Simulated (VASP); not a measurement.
A run of VASP 6.6.1 is set up as follows.

The input INCAR:

```
SYSTEM = CaO
ALGO = Normal
EDIFF = 1E-6
ENCUT = 520
GGA = PE
ISIF = 2
ISMEAR = -1
LASPH = .TRUE.
LCHARG = .FALSE.
LREAL = .FALSE.
LWAVE = .FALSE.
NBANDS = 15
NELM = 100
PREC = Accurate
SIGMA = 0.02
```

File KPOINTS:

```
k-points
0
G
  10 10 10
  0 0 0
```

File POSCAR:

```
CaO
1.0
   -0.0253796738      2.3961459408      2.3961459408
    2.3961459408     -0.0253796738      2.3961459408
    2.3961459408      2.3961459408     -0.0253796738
Ca O
1 1
Direct
    0.0000000000      0.0000000000      0.0000000000
    0.5000000000      0.5000000000      0.5000000000
```

Potentials or basis: VASP PAW PBE potentials, release 64 (Ca_sv, O).

Run with:

```sh
$ cat potpaw_PBE.64/Ca_sv/POTCAR potpaw_PBE.64/O/POTCAR > POTCAR
$ mpirun -np 1 vasp_std > vasp.out
```

Task: Predict the band gap on the k mesh.

Result: 3.60 eV, indirect (least direct gap 3.99 eV).

Task: Predict the pressure.

Result: 1.4 GPa.

Stress tensor (GPa, compression positive):
```
1.43 0.77 0.77
0.77 1.43 0.77
0.77 0.77 1.43
```

Caveat: the cell differs from its parent crystal (epitaxial 111 strain +1.0%). A k mesh can miss the band edges.
